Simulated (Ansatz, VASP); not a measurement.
# One calculation of Hf5F, two programs

```
Hf F
1.0
     3.10768    0.00000    0.00000
     0.00000    3.10768    0.00000
     0.00000    0.00000   12.63246
Hf F
5 1
Direct
  0.50000 0.50000 0.31330
  0.50000 0.50000 0.68670
  0.00000 0.00000 0.14334
  0.00000 0.00000 0.85666
  0.00000 0.00000 0.50000
  0.50000 0.50000 0.00000
```

Change from the starting cell: species swapped into the Hf5Pb type (P4/mmm, No. 123).

Alike in both runs: functional PBE; k mesh 6 × 6 × 2; occupations gaussian, width 0.1 eV; no spin polarisation.

Ansatz relaxed the structure, and its values are those at the end. VASP's run is a single point on that final structure, the one shown.

```csv
,VASP,Ansatz
version,VASP 6.6.1,Ansatz 0.2.0
potentials or method,"VASP PAW PBE potentials, release 64 (Hf_pv, F), cutoff 520 eV","scalar-relativistic, plane waves, PAW"
valence electrons in the cell,57,137
```

```csv
,VASP,Ansatz,Ansatz less VASP
gap on the k mesh at the Fermi level (eV),none,none,-
pressure (GPa),-0.6,0.0,+0.58
rms of the force components (eV/Å),0.016,0.006,-0.0096
```

A gap of «none» marks a metal or a gap that the smearing closes. With one functional, cell and mesh, what is left measures potentials, basis and numerics. VASP's potentials hold 57 valence electrons a cell and Ansatz's 137, so a difference there can come from the potentials and not from the codes.

Spin-orbit coupling is off throughout.
